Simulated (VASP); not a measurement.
# Re (Pm-3m) in VASP: further runs

Re is run at these levels: PBEsol; tasks: single point.

Program: VASP 6.6.1. These are calculated values, not measurements. Logs are shortened: lines on timing, memory, paths and dates and some standing lists are left out, and cuts for length are marked.

## (1) The cell of the first run

Symmetry: Pm-3m, No. 221, cubic system. The conventional cell has a = 2.482 Å, b = 2.482 Å, c = 2.482 Å, α = 90.00°, β = 90.00°, γ = 90.00°. Re (site symmetry m-3m) has 6 Re at 2.48 Å within 3.3 Å.

## (2) Single point, PBEsol (volume scaled by 0.92)

Input file INCAR:

```
SYSTEM = Re
PREC = Accurate ; ENCUT = 520
EDIFF = 1E-6 ; ISMEAR = -1
SIGMA = 0.1 ; LREAL = .FALSE.
LASPH = .TRUE. ; NELM = 60
ALGO = Normal ; ISIF = 2
LWAVE = .FALSE. ; LCHARG = .FALSE.
GGA = PS ; NBANDS = 10
```

Input file KPOINTS:

```
Automatic mesh
0
G
  15 15 15
  0 0 0
```

Input file POSCAR:

```
Re
1.0
    2.4819528674      0.0000000000      0.0000000000
    0.0000000000      2.4819528674      0.0000000000
    0.0000000000      0.0000000000      2.4819528674
Re
1
Direct
    0.0000000000      0.0000000000      0.0000000000
```

Potentials or basis: VASP PAW PBE potentials, release 64 (Re).

Run with:

```
$ cat potpaw_PBE.64/Re/POTCAR > POTCAR
$ mpirun -np 1 vasp_std > vasp.out
```

OUTCAR:

```text
SYSTEM = Re
   PREC = Accurate
   ENCUT = 520
   EDIFF = 1E-6
   ISMEAR = -1
   LREAL = .FALSE.
   LASPH = .TRUE.
   NELM = 60
   ISIF = 2
   GGA = PS

 ion  position               nearest neighbor table
   1  0.000  0.000  0.000-

  LATTYP: Found a simple cubic cell.
 ALAT       =     2.4819528674

  Lattice vectors:

 A1 = (   2.4819528674,   0.0000000000,   0.0000000000)
 A2 = (   0.0000000000,   2.4819528674,   0.0000000000)
 A3 = (   0.0000000000,   0.0000000000,   2.4819528674)

Analysis of symmetry for initial positions (statically):
=====================================================================
 Subroutine PRICEL returns:
 Original cell was already a primitive cell.

 Routine SETGRP: Setting up the symmetry group for a
 simple cubic supercell.

 Subroutine GETGRP returns: Found 48 space group operations
 (whereof 48 operations were pure point group operations)
 out of a pool of 48 trial point group operations.

The static configuration has the point symmetry O_h .

Analysis of symmetry for dynamics (positions and initial velocities):
=====================================================================
 Subroutine PRICEL returns:
 Original cell was already a primitive cell.

 Routine SETGRP: Setting up the symmetry group for a
 simple cubic supercell.

 Subroutine GETGRP returns: Found 48 space group operations
 (whereof 48 operations were pure point group operations)
 out of a pool of 48 trial point group operations.

The dynamic configuration has the point symmetry O_h .

 Subroutine INISYM returns: Found 48 space group operations
 (whereof 48 operations are pure point group operations),
 and found     1 'primitive' translations

----------------------------------------------------------------------------------------

                                     Primitive cell

  volume of cell :      15.2891

  direct lattice vectors                    reciprocal lattice vectors
     2.481952867  0.000000000  0.000000000     0.402908538  0.000000000  0.000000000
     0.000000000  2.481952867  0.000000000     0.000000000  0.402908538  0.000000000
     0.000000000  0.000000000  2.481952867     0.000000000  0.000000000  0.402908538

  length of vectors
     2.481952867  2.481952867  2.481952867     0.402908538  0.402908538  0.402908538

  position of ions in fractional coordinates (direct lattice)
     0.000000000  0.000000000  0.000000000

  ion indices of the primitive-cell ions
   primitive index   ion index
                 1           1

----------------------------------------------------------------------------------------

 KPOINTS: Automatic mesh

Automatic generation of k-mesh.
 Grid dimensions read from file:
 generate k-points for:   15   15   15

 Generating k-lattice:

  Cartesian coordinates                     Fractional coordinates (reciprocal lattice)
     0.026860569  0.000000000  0.000000000     0.066666667  0.000000000  0.000000000
     0.000000000  0.026860569  0.000000000     0.000000000  0.066666667  0.000000000
     0.000000000  0.000000000  0.026860569     0.000000000  0.000000000  0.066666667

  Length of vectors
     0.026860569  0.026860569  0.026860569

  Shift w.r.t. Gamma in fractional coordinates (k-lattice)
     0.000000000  0.000000000  0.000000000

 Subroutine IBZKPT returns following result:
 ===========================================

 Found    120 irreducible k-points:

 Following reciprocal coordinates:
            Coordinates               Weight
  0.000000  0.000000  0.000000      1.000000
  0.066667  0.000000  0.000000      6.000000
  0.133333  0.000000  0.000000      6.000000
  0.200000  0.000000  0.000000      6.000000
  0.266667  0.000000  0.000000      6.000000
  0.333333  0.000000  0.000000      6.000000
[... 16 lines left out ...]
  0.266667  0.200000  0.000000     24.000000
  0.333333  0.200000  0.000000     24.000000
 [... further k-points ...]
   k-points           NKPTS =    120   k-points in BZ     NKDIM =    120   number of bands    NBANDS=     10
   number of dos      NEDOS =    301   number of ions     NIONS =      1
   total plane-waves  NPLWV =   5832
   dimension x,y,z NGX =    18 NGY =   18 NGZ =   18
   dimension x,y,z NGXF=    36 NGYF=   36 NGZF=   36
   ions per type =               1
   NGX,Y,Z   is equivalent  to a cutoff of  12.06, 12.06, 12.06 a.u.
   NGXF,Y,Z  is equivalent  to a cutoff of  24.11, 24.11, 24.11 a.u.
 SYSTEM =  Re
   PREC   = accura    normal or accurate (medium, high low for compatibility)
   ISTART =      0    job   : 0-new  1-cont  2-samecut
   ICHARG =      2    charge: 1-file 2-atom 10-const
   ISPIN  =      1    spin polarized calculation?
   LNONCOLLINEAR =      F non collinear calculations
   LSORBIT =      F    spin-orbit coupling
   LASPH  =      T    aspherical Exc in radial PAW
   ENCUT  =  520.0 eV  38.22 Ry    6.18 a.u.   4.61  4.61  4.61*2*pi/ulx,y,z
   NELM   =     60;   NELMIN=  2; NELMDL= -5     # of ELM steps
   EDIFF  = 0.1E-05   stopping-criterion for ELM
   LREAL  =      F    real-space projection
   EDIFFG = 0.1E-04   stopping-criterion for IOM
   NSW    =      0    number of steps for IOM
   IBRION =     -1    ionic relax: 0-MD 1-quasi-New 2-CG
   NFREE  =      0    steps in history (QN), initial steepest desc. (CG)
   ISIF   =      2    stress and relaxation
   ISYM   =      2    0-nonsym 1-usesym 2-fastsym
   POTIM  = 0.5000    time-step for ionic-motion
   TEBEG  =    0.0;   TEEND  =   0.0 temperature during run
   PSTRESS=    0.0 pullay stress
   NELECT =       7.0000    total number of electrons
   NUPDOWN=      -1.0000    fix difference up-down
   EMIN   =  10.00;   EMAX   =-10.00  energy-range for DOS
   EFERMI =   0.00;   METHOD = LEGACY
   ISMEAR =    -1;   SIGMA  =   0.10  broadening in eV -4-tet -1-fermi 0-gaus
   EFERMI_NEDOS =   21; number of points for ismear=-14 and -15
   IALGO  =     38    algorithm
   IMIX   =      4    mixing-type and parameters
     AMIX     =   0.40;   BMIX     =  1.00
     AMIX_MAG =   1.60;   BMIX_MAG =  1.00
  volume/ion in A,a.u.               =      15.29       103.18
  Fermi-wavevector in a.u.,A,eV,Ry     =   1.261771  2.384402 21.661384  1.592067
  Thomas-Fermi vector in A             =   2.395213
   LORBIT       =      0    0 simple, 1 ext, 2 COOP (PROOUT), +10 PAW based schemes
   GGA     = PS    functional components
   LHFCALC =     F    Hartree Fock is set to
   AEXX    =    0.0000 exact exchange contribution
   IVDW    =     0    specifies the selected vdW correction
   LEPSILON=     F    determine dielectric tensor
   LRPA    =     F    only Hartree local field effects (RPA)
 non-spin polarized calculation
  energy-cutoff  :      520.00
  volume of cell :       15.29
 maximum number of plane-waves:       437
   NGX =  9   NGY =  9   NGZ =  9

 number of electron       7.0000003 magnetization

 Free energy of the ion-electron system (eV)
  ---------------------------------------------------
  ext. energy  EPLUGINS =         0.00000000
  ---------------------------------------------------
  free energy    TOTEN  =       -11.84209692 eV

  energy without entropy =      -11.80702120  energy(sigma->0) =      -11.82455906

 E-fermi :   7.9163     XC(G=0): -13.4567

 val. band max:        7.9153956731   @ k =   0.4667   0.4667   0.0667
 cond. band min:       7.9239029446   @ k =   0.3333   0.1333   0.0667
 fundamental gap:      0.0085072715
 Fermi energy:         7.9162962756

 k-point     1 :       0.0000    0.0000    0.0000
  band No.  band energies     occupation
      1      -2.1782      2.00000
      2       1.6731      2.00000
      3       1.6731      2.00000
      4      11.9898      0.00000
      5      11.9898      0.00000
      6      11.9898      0.00000
      7      24.1278      0.00000
      8      24.1278      0.00000
      9      24.1278      0.00000
     10      30.6536      0.00000

 k-point     2 :       0.0667    0.0000    0.0000
  band No.  band energies     occupation
      1      -2.0123      2.00000
      2       1.7149      2.00000
      3       1.8614      2.00000
      4      11.7177      0.00000
      5      11.7177      0.00000
      6      12.0092      0.00000
      7      23.2206      0.00000
      8      24.4884      0.00000
      9      24.4884      0.00000
     10      31.3309      0.00000

 k-point     3 :       0.1333    0.0000    0.0000
  band No.  band energies     occupation
      1      -1.5578      2.00000
      2       1.8354      2.00000
      3       2.4291      2.00000
      4      11.0193      0.00000
      5      11.0193      0.00000
      6      12.0644      0.00000
      7      21.4150      0.00000
      8      25.4406      0.00000
      9      25.4406      0.00000
     10      29.9678      0.00000

 k-point     4 :       0.2000    0.0000    0.0000
  band No.  band energies     occupation
      1      -0.9196      2.00000
      2       2.0187      2.00000
      3       3.3533      2.00000
      4      10.1292      0.00000
      5      10.1292      0.00000
      6      12.1468      0.00000
      7      19.5939      0.00000
      8      26.7220      0.00000
      9      26.7220      0.00000
     10      27.9050      0.00000

 k-point     5 :       0.2667    0.0000    0.0000
  band No.  band energies     occupation
      1      -0.2074      2.00000
      2       2.2386      2.00000
      3       4.5078      2.00000
      4       9.2460      0.00000
      5       9.2460      0.00000
      6      12.2428      0.00000
      7      18.1308      0.00000
      8      26.1384      0.00000
      9      28.1058      0.00000
     10      28.1058      0.00000

 k-point     6 :       0.3333    0.0000    0.0000
  band No.  band energies     occupation
      1       0.4917      2.00000
      2       2.4594      2.00000
      3       5.6150      2.00000
      4       8.4990      0.00587
      5       8.4990      0.00587
      6      12.3362      0.00000
      7      17.2852      0.00000
      8      24.7407      0.00000
      9      29.4357      0.00000
     10      29.4357      0.00000
[... 183 lines left out ...]
 k-point    21 :       0.4667    0.1333    0.0000
  band No.  band energies     occupation
      1       2.0449      2.00000
      2       3.5409      2.00000
      3       4.5517      2.00000
      4       7.8221      1.43914
      5       9.4962      0.00000
      6      11.6218      0.00000
      7      17.4983      0.00000
      8      24.3424      0.00000
      9      27.8732      0.00000
     10      29.2768      0.00000

 k-point    22 :       0.2000    0.2000    0.0000
  band No.  band energies     occupation
      1       0.2971      2.00000
      2       3.0435      2.00000
      3       4.2582      2.00000
      4       8.2059      0.10473
      5      10.1283      0.00000
      6      10.6132      0.00000
      7      21.5158      0.00000
      8      21.9090      0.00000
      9      28.4578      0.00000
     10      29.4812      0.00000

 k-point    23 :       0.2667    0.2000    0.0000
  band No.  band energies     occupation
      1       0.9176      2.00000
      2       3.3270      2.00000
      3       5.0868      2.00000
      4       7.7491      1.68377
      5       9.4571      0.00000
      6      10.5666      0.00000
      7      19.9411      0.00000
      8      22.8071      0.00000
      9      27.7275      0.00000
     10      30.9324      0.00000

 k-point    24 :       0.3333    0.2000    0.0000
  band No.  band energies     occupation
      1       1.5099      2.00000
      2       3.4605      2.00000
      3       5.2821      2.00000
      4       8.3949      0.01656
      5       8.7545      0.00046
      6      10.6739      0.00000
      7      18.6124      0.00000
      8      23.8295      0.00000
      9      26.8151      0.00000
     10      32.2959      0.00000

 [... further k-points ...]

------------------------ aborting loop because EDIFF is reached ----------------------------------------

  FORCE on cell =-STRESS in cart. coord.  units (eV):
  Direction    XX          YY          ZZ          XY          YZ          ZX
  --------------------------------------------------------------------------------------
  -------------------------------------------------------------------------------------
  Total        2.5943730      2.5943730      2.5943730      0.0000000      0.0000000     -0.0000000
  in kB      271.8706985    271.8706985    271.8706985      0.0000000      0.0000000     -0.0000000
  external PRESSURE =     271.8706985 kB  Pullay stress =       0.0000000 kB

 VOLUME and BASIS-vectors are now :
 -----------------------------------------------------------------------------
  energy-cutoff  :      520.00
  volume of cell :       15.29
      direct lattice vectors                 reciprocal lattice vectors
     2.481952867  0.000000000  0.000000000     0.402908538  0.000000000  0.000000000
     0.000000000  2.481952867  0.000000000     0.000000000  0.402908538  0.000000000
     0.000000000  0.000000000  2.481952867     0.000000000  0.000000000  0.402908538

 POSITION                                       TOTAL-FORCE (eV/Angst)
 -----------------------------------------------------------------------------------
      0.00000      0.00000      0.00000         0.000000      0.000000      0.000000
 -----------------------------------------------------------------------------------
    total drift:                                0.000000      0.000000      0.000000

  FREE ENERGIE OF THE ION-ELECTRON SYSTEM (eV)
  ---------------------------------------------------
  free  energy   TOTEN  =       -11.8420969174 eV

  energy  without entropy=      -11.8070212006  energy(sigma->0) =      -11.82455906
```

Wall time 5.5 s (1 thread of Intel Xeon 6975P-C (Granite Rapids), shared host); peak memory 0.13 GiB.

Results:

* Free energy: -11.8421 eV
* Pressure: 27.2 GPa

Caveat: the PAW data sets were made with another functional, which shifts forces and pressure a little; spin-orbit coupling is left out, which moves the levels of the heavy elements.

## (3) Single point, PBEsol (volume scaled by 0.92)

Input file INCAR:

```
PREC = Accurate
ENCUT = 520
EDIFF = 1E-7
ISMEAR = -1
SIGMA = 0.1
LREAL = False
LASPH = True
NELM = 80
ALGO = Normal
ISIF = 2
LWAVE = False
LCHARG = False
GGA = PS
NBANDS = 10
```

Input file KPOINTS:

```
Automatic mesh
0
Gamma
  15 15 15
```

POSCAR is that of step 2.

Potentials or basis: VASP PAW PBE potentials, release 64 (Re).

Run with:

```
$ cat potpaw_PBE.64/Re/POTCAR > POTCAR
$ mpirun -np 1 vasp_std > vasp.out
```

It took 5.5 s on 1 thread of Intel Xeon 6975P-C (Granite Rapids), shared host; peak memory 0.13 GiB.

The run converged. Its results:

* Free energy: -11.8421 eV
* Pressure: 27.2 GPa

Levels at points of the mesh, in eV from the Fermi level:
| k point | band 1 | band 2 | band 3 | band 4 | band 5 | band 6 | band 7 |
| --- | --- | --- | --- | --- | --- | --- | --- |
| (0.00, 0.00, 0.00) | -10.09 | -6.24 | -6.24 | 4.07 | 4.07 | 4.07 | 16.21 |

Caveat: the PAW data sets were made with another functional, which shifts forces and pressure a little; spin-orbit coupling is left out, which moves the levels of the heavy elements.
